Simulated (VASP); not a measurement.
Set up this calculation in VASP 6.6.1, as the native input.

| Property | Result |
| --- | --- |
| Task | single point |
| Functional | PBEsol |
| Potentials or basis | VASP PAW PBE potentials, release 64 (Mo_sv, Zn) |
| Cutoff | 520 eV |
| k mesh | 4 × 4 × 4 |
| Occupations | fermi-dirac, width 0.05 eV |
| Spin | no spin polarisation |
| Dipole correction | no |
| Further INCAR settings | ALGO = Normal; EDIFF = 1e-06; NBANDS = 35 |

The structure of ZnMo3 lies in POSCAR:

```
ZnMo3
1.0
    3.9431540000      0.0000000000      0.0000000000
    0.0000000000      3.9431540000      0.0000000000
    0.0000000000      0.0000000000      3.9431540000
Mo Zn
3 1
Direct
    0.5000000000      0.5000000000      0.0000000000
    0.5000000000      0.0000000000      0.5000000000
    0.0000000000      0.5000000000      0.5000000000
    0.0000000000      0.0000000000      0.0000000000
```

These files were run (other wordings do the same):

INCAR

```
ALGO = Normal
EDIFF = 1E-6
ENCUT = 520
GGA = PS
ISIF = 2
ISMEAR = -1
LASPH = T
LCHARG = F
LREAL = F
LWAVE = F
NBANDS = 35
NELM = 100
PREC = Accurate
SIGMA = 0.05
```

KPOINTS

```
k-points
0
Gamma
  4 4 4
```

Potentials or basis: VASP PAW PBE potentials, release 64 (Mo_sv, Zn).

Command:

```sh
$ cat potpaw_PBE.64/Mo_sv/POTCAR potpaw_PBE.64/Zn/POTCAR > POTCAR
$ mpirun -np 1 vasp_std > vasp.out
```

Results of the run:

```json
{
  "Pressure": "-8.3 GPa",
  "Band gap on the k mesh": "zero (band 27 reaches 10.99 eV, above the bottom of band 28 at 9.39 eV)"
}
```

Caveat: the k points lie up to 0.40 Å⁻¹ apart; the PAW data sets were made with another functional, which shifts forces and pressure a little.

It took 55 s on 1 thread of AMD EPYC 7R13 (shared host), peak memory 0.14 GiB.
